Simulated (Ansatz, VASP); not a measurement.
# LiNbO3 in VASP and in Ansatz

Contents of INCAR:

```
ALGO = Normal
EDIFF = 1E-6
ENCUT = 520
GGA = PE
ISIF = 2
ISMEAR = 0
LASPH = T
LCHARG = T
LELF = T
LREAL = F
LVHAR = T
LWAVE = F
NBANDS = 45
NELM = 60
PREC = Accurate
SIGMA = 0.05
```

Contents of KPOINTS:

```
k-points
0
Gamma
  6 6 6
```

File POSCAR:

```
LiNbO3
1.0
    2.6511120193      1.5306202380      4.4763142743
   -2.6511120193      1.5306202380      4.4763142743
    0.0000000000     -3.0612404760      4.4763142743
Li Nb O
2 2 6
Direct
    0.2815913687      0.2815913687      0.2815913687
    0.7815913687      0.7815913687      0.7815913687
    0.0004900497      0.0004900497      0.0004900497
    0.5004900497      0.5004900497      0.5004900497
    0.1104619503      0.3580262714      0.7211003599
    0.7211003599      0.1104619503      0.3580262714
    0.3580262714      0.7211003599      0.1104619503
    0.2211003599      0.8580262714      0.6104619503
    0.8580262714      0.6104619503      0.2211003599
    0.6104619503      0.2211003599      0.8580262714
```

Input for Ansatz:

```yaml
crystal:
  lattice:
    - [2.6511120193, 1.530620238, 4.4763142743]
    - [-2.6511120193, 1.530620238, 4.4763142743]
    - [0.0, -3.061240476, 4.4763142743]
  atoms:
    - { symbol: Li, position: [0.2815913687, 0.2815913687, 0.2815913687] }
    - { symbol: Li, position: [0.7815913687, 0.7815913687, 0.7815913687] }
    - { symbol: Nb, position: [0.0004900497, 0.0004900497, 0.0004900497] }
    - { symbol: Nb, position: [0.5004900497, 0.5004900497, 0.5004900497] }
    - { symbol: O, position: [0.1104619503, 0.3580262714, 0.7211003599] }
    - { symbol: O, position: [0.7211003599, 0.1104619503, 0.3580262714] }
    - { symbol: O, position: [0.3580262714, 0.7211003599, 0.1104619503] }
    - { symbol: O, position: [0.2211003599, 0.8580262714, 0.6104619503] }
    - { symbol: O, position: [0.8580262714, 0.6104619503, 0.2211003599] }
    - { symbol: O, position: [0.6104619503, 0.2211003599, 0.8580262714] }
basis:
  ecutwfc: 520.0
kpoints:
  mp_grid: { grid: [6, 6, 6] }
hamiltonian:
  xc: pbe
  pseudopotentials: { kind: paw, azcp: { folder: soft_1 } }
scf:
  occupations: { method: gaussian, width: 0.05 }
output:
  forces: true
  stress: true
  eigenvalues: true
```

Alike in both runs: task single point; functional PBE; k mesh 6 × 6 × 6; occupations gaussian, width 0.05 eV; no spin polarisation.

```csv
,VASP,Ansatz
version,VASP 6.6.1,Ansatz 0.2.0
potentials or method,"VASP PAW PBE potentials, release 64 (Li_sv, Nb_sv, O), cutoff 520 eV","scalar-relativistic, plane waves, PAW"
valence electrons in the cell,68,68
```

Ansatz gave:

- gap on the k mesh at the Fermi level (eV): 3.48
- least direct gap on the mesh (eV): 3.55
- rms of the force components (eV/Å): 0.111

Task: Estimate VASP's values.

Result: gap on the k mesh at the Fermi level (eV): 3.46; least direct gap on the mesh (eV): 3.54; rms of the force components (eV/Å): 0.111.

Atom by atom the forces differ by 0.010 eV/Å (rms over components).

Noted on VASP's run: the cutoff is short for stress, so the pressure is rough.
